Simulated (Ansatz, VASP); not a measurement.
Two plane-wave programs on Nb4N

The input INCAR:

```
SYSTEM = Nb4N
PREC = Accurate
ENCUT = 520
EDIFF = 1E-7
ISMEAR = 0
SIGMA = 0.1
LREAL = .False.
LASPH = .True.
NELM = 150
ALGO = Normal
ISIF = 2
LWAVE = .False.
LCHARG = .True.
ISPIN = 2
MAGMOM = 0 0 0 0 3
LORBIT = 11
LMAXMIX = 4
LDIPOL = .True.
IDIPOL = 3
DIPOL = 0.5 0.5 0.354
GGA = PE
LELF = .True.
LVHAR = .True.
LVACPOTAV = .True.
NBANDS = 40
```

File KPOINTS:

```
Automatic mesh
0
Gamma
  8 8 1
  0 0 0
```

POSCAR

```
Nb4N
1.0
    3.3111160015      0.0000000000      0.0000000000
    0.0000000000      3.3111160015      0.0000000000
    0.0000000000      0.0000000000     21.7993006655
Nb N
4 1
Direct
    0.5000000000      0.5000000000      0.1834921249
    0.0000000000      0.0000000000      0.2594375887
    0.5000000000      0.5000000000      0.3336918596
    0.0000000000      0.0000000000      0.4036505941
    0.1250000000      0.1250000000      0.5921887525
```

Input for Ansatz:

```yaml
crystal:
  lattice:
    - [3.3111160015, 0.0, 0.0]
    - [0.0, 3.3111160015, 0.0]
    - [0.0, 0.0, 21.7993006655]
  atoms:
    - { symbol: Nb, position: [0.5, 0.5, 0.1834921249] }
    - { symbol: Nb, position: [0.0, 0.0, 0.2594375887] }
    - { symbol: Nb, position: [0.5, 0.5, 0.3336918596] }
    - { symbol: Nb, position: [0.0, 0.0, 0.4036505941] }
    - { symbol: "N", position: [0.125, 0.125, 0.5921887525], spin: 3.0 }
basis:
  ecutwfc: 420
kpoints:
  mp_grid: { grid: [8, 8, 1] }
hamiltonian:
  xc: pbe
scf:
  occupations: { method: gaussian, width: 0.1 }
output:
  forces: true
  eigenvalues: true
  populations: true
magnetization:
  spin_polarized: true
efield:
  axis: 3
  dipole_correction: true
  ramp_width: 0.04
```

Alike in both runs: task single point; functional PBE; k mesh 8 × 8 × 1; occupations gaussian, width 0.1 eV; collinear spin.

|  | VASP | Ansatz |
| --- | --- | --- |
| version | VASP 6.6.1 | Ansatz 0.2.0 |
| potentials or method | VASP PAW PBE potentials, release 64 (Nb_sv, N), cutoff 520 eV | scalar-relativistic, plane waves, PAW |
| valence electrons in the cell | 57 | 57 |

|  | VASP | Ansatz | Ansatz less VASP |
| --- | --- | --- | --- |
| gap on the k mesh at the Fermi level (eV) | none | none | - |
| rms of the force components (eV/Å) | 0.277 | 0.273 | -0.0044 |
| net moment per atom (μB) | 0.62 | 0.66 | +0.032 |
| size of the moment on the site where the two differ most (μB) | 1.90 | 2.77 | +0.864 |
| work function, face that differs most (eV) | 3.71 | 3.70 | -0.010 |

Site moments also hang on the region over which each program counts them. Atom by atom the forces differ by 0.006 eV/Å (rms over components). A gap of «none» marks a metal or a gap that the smearing closes. Ansatz's warnings: vacuum density over bound.
